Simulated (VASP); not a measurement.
A run of VASP 6.6.1 is set up as follows.

File INCAR:

```
SYSTEM = Al2O
PREC = Accurate
ENCUT = 520
EDIFF = 1E-6
ISMEAR = 0
SIGMA = 0.1
LREAL = .FALSE.
LASPH = .TRUE.
NELM = 100
ALGO = Normal
ISIF = 2
LWAVE = .FALSE.
LCHARG = .FALSE.
GGA = PE
NBANDS = 13
```

Contents of KPOINTS:

```
Automatic mesh
0
G
  8 8 8
  0 0 0
```

File POSCAR:

```
Al2O
1.0
   -1.3813863700      1.3813863700      4.7799632700
    1.3813863700     -1.3813863700      4.7799632700
    1.3813863700      1.3813863700     -4.7799632700
Al O
2 1
Direct
    0.3582315400      0.3582315400      0.0000000000
    0.6417684600      0.6417684600      0.0000000000
    0.0000000000      0.0000000000      0.0000000000
```

Potentials or basis: VASP PAW PBE potentials, release 64 (Al, O).

Run with:

```sh
$ cat potpaw_PBE.64/Al/POTCAR potpaw_PBE.64/O/POTCAR > POTCAR
$ mpirun -np 1 vasp_std > vasp.out
```

(1) Estimate the band gap on the k mesh.

(2) Predict the largest force.

(3) What does it give for the pressure?

Answers

(1) zero (band 6 reaches 9.94 eV, above the bottom of band 7 at 7.95 eV).

(2) 0.686 eV/Å.

(3) 1.8 GPa.

Caveat: the k points lie up to 0.40 Å⁻¹ apart.
